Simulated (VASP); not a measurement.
# Si16Ge (a cell with a defect) in VASP: single point with PBE+D3(BJ)

Aim: the single point of Si16Ge (a cell with a defect) with PBE+D3(BJ).

All numbers are computed with VASP 6.6.1; they aren't measurements. Logs are shortened: lines on timing, memory, paths and dates and some standing lists are left out, and cuts for length are marked.

**1. The cell of the first run**

The cell holds a defect, 17 atoms: a = 7.679 Å, b = 7.679 Å, c = 7.679 Å, α = 60.00°, β = 60.00°, γ = 60.00°.

**2. Single point, PBE+D3(BJ)**

INCAR

```
SYSTEM = Si16Ge
ALGO = Normal
EDIFF = 1E-6
ENCUT = 520
GGA = PE
ISIF = 2
ISMEAR = -1
IVDW = 12
LASPH = .TRUE.
LCHARG = .FALSE.
LREAL = Auto
LWAVE = .FALSE.
NBANDS = 53
NELM = 60
PREC = Accurate
SIGMA = 0.02
```

KPOINTS

```
k-points
0
G
  2 2 2
  0 0 0
```

POSCAR

```
Si16Ge
1.0
    0.0000000000      5.4300000000      5.4300000000
    5.4300000000      0.0000000000      5.4300000000
    5.4300000000      5.4300000000      0.0000000000
Si Ge
16 1
Direct
    0.0043045130      0.0043325442     -0.0133167621
    0.1296204822      0.1296466832      0.1203301118
    0.0038697369      0.0038820028      0.5043704712
    0.1263697382      0.1261463578      0.6231319735
   -0.0020424976      0.5007468874      0.0006005940
    0.1293991350      0.6206228007      0.1203592802
    0.0033860074      0.4896461535      0.5035546910
    0.1291946125      0.6207333968      0.6295264469
    0.5007290543     -0.0019699043      0.0005707701
    0.6206572281      0.1293927333      0.1203636578
    0.4898673293      0.0033255411      0.5034665138
    0.6207748017      0.1291809209      0.6294869364
    0.5005561685      0.5005488081      0.0002922523
    0.6246284522      0.6246913077      0.1254972434
    0.5004030339      0.5003904705      0.4989745384
    0.6209569883      0.6209274548      0.6291143360
    0.8772239162      0.8768820415      0.3718916452
```

Potentials or basis: VASP PAW PBE potentials, release 64 (Si, Ge_d).

Launch:

```bash
$ cat potpaw_PBE.64/Si/POTCAR potpaw_PBE.64/Ge_d/POTCAR > POTCAR
$ mpirun -np 1 vasp_std > vasp.out
```

OUTCAR:

```text
SYSTEM = Si16Ge
   EDIFF = 1E-6
   ENCUT = 520
   GGA = PE
   ISIF = 2
   ISMEAR = -1
   IVDW = 12
   LASPH = .TRUE.
   LREAL = Auto
   NELM = 60
   PREC = Accurate
 IVDW          = 12

 ion  position               nearest neighbor table
   1  0.004  0.004  0.987-   4 2.28  10 2.41   6 2.41   2 2.41  17 2.42
   2  0.130  0.130  0.120-   5 2.33   9 2.33   3 2.41   1 2.41  17 2.74
   3  0.004  0.004  0.504-   4 2.28  12 2.40   8 2.40   2 2.41  17 2.42
   4  0.126  0.126  0.623-  11 2.28   7 2.28   3 2.28   1 2.28
   5  0.998  0.501  0.001-   8 2.33   6 2.33   2 2.33  14 2.34
   6  0.129  0.621  0.120-   5 2.33  13 2.33   7 2.40   1 2.41  17 2.76
   7  0.003  0.490  0.504-   4 2.28  16 2.40   8 2.40   6 2.40  17 2.43
   8  0.129  0.621  0.630-   5 2.33  15 2.33   7 2.40   3 2.40  17 2.77
   9  0.501  0.998  0.001-  12 2.33  10 2.33   2 2.33  14 2.34
  10  0.621  0.129  0.120-   9 2.33  13 2.33  11 2.40   1 2.41  17 2.76
  11  0.490  0.003  0.503-   4 2.28  16 2.40  12 2.40  10 2.40  17 2.43
  12  0.621  0.129  0.629-   9 2.33  15 2.33  11 2.40   3 2.40  17 2.77
  13  0.501  0.501  0.000-  10 2.33   6 2.33  16 2.33  14 2.34
  14  0.625  0.625  0.125-   5 2.34   9 2.34  13 2.34  15 2.34
  15  0.500  0.500  0.499-   8 2.33  12 2.33  16 2.33  14 2.34
  16  0.621  0.621  0.629-  13 2.33  15 2.33  11 2.40   7 2.40  17 2.78
  17  0.877  0.877  0.372-   1 2.42   3 2.42   7 2.43  11 2.43   2 2.74   6 2.76  10 2.76   8 2.77
                            12 2.77  16 2.78

  LATTYP: Found a face centered cubic cell.
 ALAT       =    10.8600000000

  Lattice vectors:

 A1 = (   0.0000000000,   5.4300000000,   5.4300000000)
 A2 = (   5.4300000000,   0.0000000000,   5.4300000000)
 A3 = (   5.4300000000,   5.4300000000,   0.0000000000)

Analysis of symmetry for initial positions (statically):
=====================================================================
 Subroutine PRICEL returns:
 Original cell was already a primitive cell.

 Routine SETGRP: Setting up the symmetry group for a
 face centered cubic supercell.

 Subroutine GETGRP returns: Found  1 space group operations
 (whereof  1 operations were pure point group operations)
 out of a pool of 48 trial point group operations.

The static configuration has the point symmetry C_1 .

Analysis of symmetry for dynamics (positions and initial velocities):
=====================================================================
 Subroutine PRICEL returns:
 Original cell was already a primitive cell.

 Routine SETGRP: Setting up the symmetry group for a
 face centered cubic supercell.

 Subroutine GETGRP returns: Found  1 space group operations
 (whereof  1 operations were pure point group operations)
 out of a pool of 48 trial point group operations.

The dynamic configuration has the point symmetry C_1 .

 Subroutine INISYM returns: Found  1 space group operations
 (whereof  1 operations are pure point group operations),
 and found     1 'primitive' translations

----------------------------------------------------------------------------------------

                                     Primitive cell

  volume of cell :     320.2060

  direct lattice vectors                    reciprocal lattice vectors
     0.000000000  5.430000000  5.430000000    -0.092081031  0.092081031  0.092081031
     5.430000000  0.000000000  5.430000000     0.092081031 -0.092081031  0.092081031
     5.430000000  5.430000000  0.000000000     0.092081031  0.092081031 -0.092081031

  length of vectors
     7.679179644  7.679179644  7.679179644     0.159489025  0.159489025  0.159489025

  position of ions in fractional coordinates (direct lattice)
     0.004304513  0.004332544  0.986683238
     0.129620482  0.129646683  0.120330112
     0.003869737  0.003882003  0.504370471
     0.126369738  0.126146358  0.623131974
     0.997957502  0.500746887  0.000600594
     0.129399135  0.620622801  0.120359280
[... 9 lines left out ...]
     0.620956988  0.620927455  0.629114336
     0.877223916  0.876882041  0.371891645

  ion indices of the primitive-cell ions
   primitive index   ion index
                 1           1
                 2           2
                 3           3
                 4           4
                 5           5
                 6           6
[... 9 lines left out ...]
                16          16
                17          17

----------------------------------------------------------------------------------------

 KPOINTS: k-points

Automatic generation of k-mesh.
 Grid dimensions read from file:
 generate k-points for:    2    2    2

 Generating k-lattice:

  Cartesian coordinates                     Fractional coordinates (reciprocal lattice)
    -0.046040516  0.046040516  0.046040516     0.500000000  0.000000000  0.000000000
     0.046040516 -0.046040516  0.046040516     0.000000000  0.500000000  0.000000000
     0.046040516  0.046040516 -0.046040516     0.000000000  0.000000000  0.500000000

  Length of vectors
     0.079744512  0.079744512  0.079744512

  Shift w.r.t. Gamma in fractional coordinates (k-lattice)
     0.000000000  0.000000000  0.000000000

 Subroutine IBZKPT returns following result:
 ===========================================

 Found      8 irreducible k-points:

 Following reciprocal coordinates:
            Coordinates               Weight
  0.000000  0.000000  0.000000      1.000000
  0.500000  0.000000  0.000000      1.000000
  0.000000  0.500000  0.000000      1.000000
  0.000000  0.000000  0.500000      1.000000
  0.500000  0.500000  0.500000      1.000000
  0.500000  0.500000  0.000000      1.000000
  0.000000  0.500000  0.500000      1.000000
  0.500000  0.000000  0.500000      1.000000
   k-points           NKPTS =      8   k-points in BZ     NKDIM =      8   number of bands    NBANDS=     53
   number of dos      NEDOS =    301   number of ions     NIONS =     17
   total plane-waves  NPLWV = 216000
   dimension x,y,z NGX =    60 NGY =   60 NGZ =   60
   dimension x,y,z NGXF=   120 NGYF=  120 NGZF=  120
   ions per type =              16   1
   NGX,Y,Z   is equivalent  to a cutoff of  12.99, 12.99, 12.99 a.u.
   NGXF,Y,Z  is equivalent  to a cutoff of  25.98, 25.98, 25.98 a.u.
 SYSTEM =  Si16Ge
   PREC   = accura    normal or accurate (medium, high low for compatibility)
   ISTART =      0    job   : 0-new  1-cont  2-samecut
   ICHARG =      2    charge: 1-file 2-atom 10-const
   ISPIN  =      1    spin polarized calculation?
   LNONCOLLINEAR =      F non collinear calculations
   LSORBIT =      F    spin-orbit coupling
   LASPH  =      T    aspherical Exc in radial PAW
   ENCUT  =  520.0 eV  38.22 Ry    6.18 a.u.  14.28 14.28 14.28*2*pi/ulx,y,z
   NELM   =     60;   NELMIN=  2; NELMDL= -5     # of ELM steps
   EDIFF  = 0.1E-05   stopping-criterion for ELM
   LREAL  =      T    real-space projection
   EDIFFG = 0.1E-04   stopping-criterion for IOM
   NSW    =      0    number of steps for IOM
   IBRION =     -1    ionic relax: 0-MD 1-quasi-New 2-CG
   NFREE  =      0    steps in history (QN), initial steepest desc. (CG)
   ISIF   =      2    stress and relaxation
   ISYM   =      2    0-nonsym 1-usesym 2-fastsym
   POTIM  = 0.5000    time-step for ionic-motion
   TEBEG  =    0.0;   TEEND  =   0.0 temperature during run
   PSTRESS=    0.0 pullay stress
   NELECT =      78.0000    total number of electrons
   NUPDOWN=      -1.0000    fix difference up-down
   EMIN   =  10.00;   EMAX   =-10.00  energy-range for DOS
   EFERMI =   0.00;   METHOD = LEGACY
   ISMEAR =    -1;   SIGMA  =   0.02  broadening in eV -4-tet -1-fermi 0-gaus
   EFERMI_NEDOS =   21; number of points for ismear=-14 and -15
   IALGO  =     38    algorithm
   IMIX   =      4    mixing-type and parameters
     AMIX     =   0.40;   BMIX     =  1.00
     AMIX_MAG =   1.60;   BMIX_MAG =  1.00
  volume/ion in A,a.u.               =      18.84       127.11
  Fermi-wavevector in a.u.,A,eV,Ry     =   1.022421  1.932096 14.222785  1.045345
  Thomas-Fermi vector in A             =   2.156100
   LORBIT       =      0    0 simple, 1 ext, 2 COOP (PROOUT), +10 PAW based schemes
   GGA     = PE    functional components
   LHFCALC =     F    Hartree Fock is set to
   AEXX    =    0.0000 exact exchange contribution
   IVDW    =    12    specifies the selected vdW correction
   LEPSILON=     F    determine dielectric tensor
   LRPA    =     F    only Hartree local field effects (RPA)
 non-spin polarized calculation
  energy-cutoff  :      520.00
  volume of cell :      320.21
 maximum number of plane-waves:      8646
 NGX is ok and might be reduce to    60
   NGX = 29   NGY = 29   NGZ = 29

 number of electron      78.0000001 magnetization

 Free energy of the ion-electron system (eV)
  ---------------------------------------------------
  ext. energy  EPLUGINS =         0.00000000
  ---------------------------------------------------
  free energy    TOTEN  =       -86.69602616 eV

  energy without entropy =      -86.68491849  energy(sigma->0) =      -86.69047232

 E-fermi :   6.9430     XC(G=0):  -9.7491

 val. band max:        6.6893194151   @ k =   0.0000   0.0000   0.0000
 cond. band min:       6.9530499251   @ k =   0.0000   0.0000   0.0000
 fundamental gap:      0.2637305100
 Fermi energy:         6.9429966635

 k-point     1 :       0.0000    0.0000    0.0000
  band No.  band energies     occupation
      1     -18.2533      2.00000
      2     -18.2532      2.00000
      3     -18.2532      2.00000
      4     -18.2396      2.00000
      5     -18.2394      2.00000
      6      -6.5275      2.00000
[... 43 lines left out ...]
     50       8.1188      0.00000
     51       9.0742      0.00000

 k-point     2 :       0.5000    0.0000    0.0000
  band No.  band energies     occupation
      1     -18.2533      2.00000
      2     -18.2532      2.00000
      3     -18.2532      2.00000
      4     -18.2396      2.00000
      5     -18.2394      2.00000
      6      -6.1974      2.00000
[... 43 lines left out ...]
     50       9.8215      0.00000
     51       9.9828      0.00000

 k-point     3 :       0.0000    0.5000    0.0000
  band No.  band energies     occupation
      1     -18.2533      2.00000
      2     -18.2532      2.00000
      3     -18.2532      2.00000
      4     -18.2396      2.00000
      5     -18.2394      2.00000
      6      -6.1973      2.00000
[... 43 lines left out ...]
     50       9.8214      0.00000
     51       9.9815      0.00000

 k-point     4 :       0.0000    0.0000    0.5000
  band No.  band energies     occupation
      1     -18.2533      2.00000
      2     -18.2532      2.00000
      3     -18.2532      2.00000
      4     -18.2396      2.00000
      5     -18.2394      2.00000
      6      -6.1956      2.00000
[... 43 lines left out ...]
     50       9.8174      0.00000
     51       9.9633      0.00000

 k-point     5 :       0.5000    0.5000    0.5000
  band No.  band energies     occupation
      1     -18.2533      2.00000
      2     -18.2532      2.00000
      3     -18.2532      2.00000
      4     -18.2396      2.00000
      5     -18.2394      2.00000
      6      -6.1963      2.00000
[... 43 lines left out ...]
     50       9.8199      0.00000
     51       9.9708      0.00000

 k-point     6 :       0.5000    0.5000    0.0000
  band No.  band energies     occupation
      1     -18.2533      2.00000
      2     -18.2532      2.00000
      3     -18.2532      2.00000
      4     -18.2396      2.00000
      5     -18.2394      2.00000
      6      -6.0912      2.00000
[... 43 lines left out ...]
     50      10.3244      0.00000
     51      10.3354      0.00000

 k-point     7 :       0.0000    0.5000    0.5000
  band No.  band energies     occupation
      1     -18.2533      2.00000
      2     -18.2532      2.00000
      3     -18.2532      2.00000
      4     -18.2396      2.00000
      5     -18.2394      2.00000
      6      -6.0911      2.00000
[... 43 lines left out ...]
     50      10.3275      0.00000
     51      10.3311      0.00000

 k-point     8 :       0.5000    0.0000    0.5000
  band No.  band energies     occupation
      1     -18.2533      2.00000
      2     -18.2532      2.00000
      3     -18.2532      2.00000
      4     -18.2396      2.00000
      5     -18.2394      2.00000
      6      -6.0911      2.00000
[... 43 lines left out ...]
     50      10.3279      0.00000
     51      10.3306      0.00000
 [bands above 51 left out]

------------------------ aborting loop because EDIFF is reached ----------------------------------------

 Edisp (eV)   -5.66656

 E8    (eV) :    -2.3554

  FORCE on cell =-STRESS in cart. coord.  units (eV):
  Direction    XX          YY          ZZ          XY          YZ          ZX
  --------------------------------------------------------------------------------------
  -------------------------------------------------------------------------------------
  Total       7.45121     7.45255     7.43963     0.08462    -0.02646    -0.02110
  in kB      37.28277    37.28943    37.22481     0.42339    -0.13239    -0.10559
  external pressure =       37.27 kB  Pullay stress =        0.00 kB

 VOLUME and BASIS-vectors are now :
 -----------------------------------------------------------------------------
  energy-cutoff  :      520.00
  volume of cell :      320.21
      direct lattice vectors                 reciprocal lattice vectors
     0.000000000  5.430000000  5.430000000    -0.092081031  0.092081031  0.092081031
     5.430000000  0.000000000  5.430000000     0.092081031 -0.092081031  0.092081031
     5.430000000  5.430000000  0.000000000     0.092081031  0.092081031 -0.092081031

 POSITION                                       TOTAL-FORCE (eV/Angst)
 -----------------------------------------------------------------------------------
      5.38122      5.38106      0.04690        -0.015122     -0.013902      0.020727
      1.35737      1.35723      1.40782        -0.003424     -0.003218     -0.001528
      2.75981      2.75974      0.04209         0.003431      0.004654      0.018370
      4.06858      4.06979      1.37116         0.001674      0.001518     -0.005200
      2.72232      5.42217      8.13796         0.024055     -0.022347     -0.024544
      4.02353      1.35619      4.07262        -0.001564     -0.007698      0.008319
[... 9 lines left out ...]
      6.78773      6.78789      6.74343         0.000202      0.001167     -0.006829
      6.78084      6.78270      9.52480         0.019797      0.015566     -0.059945
 -----------------------------------------------------------------------------------
    total drift:                               -0.000957     -0.000908      0.002024

  FREE ENERGIE OF THE ION-ELECTRON SYSTEM (eV)
  ---------------------------------------------------
  free  energy   TOTEN  =       -92.3625843873 eV

  energy  without entropy=      -92.3514767107  energy(sigma->0) =      -92.35703055
```

Wall time 1.8 min (1 thread of Intel Xeon 6975P-C (Granite Rapids), shared host); peak memory 0.48 GiB.

Results:

| Quantity | Value |
| --- | --- |
| Free energy | -92.3626 eV |
| Pressure | 3.7 GPa |
| Largest force | 0.065 eV/Å |
| Band gap on the k mesh | zero (bands 39 and 40 overlap by 0.31 eV) |
| Dispersion energy per atom | -0.333 eV |

Forces on the atoms (eV/Å):
```
Si  -0.015 -0.014  0.021
Si  -0.003 -0.003 -0.002
Si   0.003  0.005  0.018
Si   0.002  0.002 -0.005
Si   0.024 -0.022 -0.025
Si  -0.002 -0.008  0.008
Si  -0.011  0.006  0.005
Si   0.003  0.004  0.005
Si  -0.022  0.024 -0.025
Si  -0.008 -0.002  0.009
Si   0.005 -0.011  0.005
Si   0.004  0.004  0.006
Si   0.026  0.026  0.022
Si  -0.001  0.000  0.003
Si  -0.026 -0.027  0.023
Si   0.000  0.001 -0.007
Ge   0.020  0.016 -0.060
```

Levels at points of the mesh, in eV from the Fermi level:
```
           k point  band 35  band 36  band 37  band 38  band 39  band 40  band 41  band 42  band 43  band 44
(0.00, 0.00, 0.00)    -1.77    -0.82    -0.81    -0.80    -0.27    -0.26    -0.25     0.01     0.01     0.39
(0.50, 0.00, 0.00)    -1.54    -1.54    -1.48    -1.48    -0.34     0.50     0.52     0.87     0.87     1.23
(0.00, 0.50, 0.00)    -1.54    -1.54    -1.48    -1.48    -0.34     0.50     0.52     0.87     0.87     1.23
(0.00, 0.00, 0.50)    -1.55    -1.54    -1.49    -1.48    -0.35     0.51     0.52     0.86     0.86     1.23
(0.50, 0.50, 0.50)    -1.54    -1.54    -1.48    -1.48    -0.34     0.50     0.52     0.86     0.86     1.23
(0.50, 0.50, 0.00)    -2.09    -2.09    -1.92    -1.32     0.05     0.78     1.02     1.03     1.04     1.90
(0.00, 0.50, 0.50)    -2.09    -2.09    -1.92    -1.32     0.05     0.78     1.02     1.03     1.04     1.90
(0.50, 0.00, 0.50)    -2.09    -2.09    -1.92    -1.32     0.05     0.78     1.03     1.03     1.04     1.90
```

Caveat: the k points lie up to 0.50 Å⁻¹ apart.
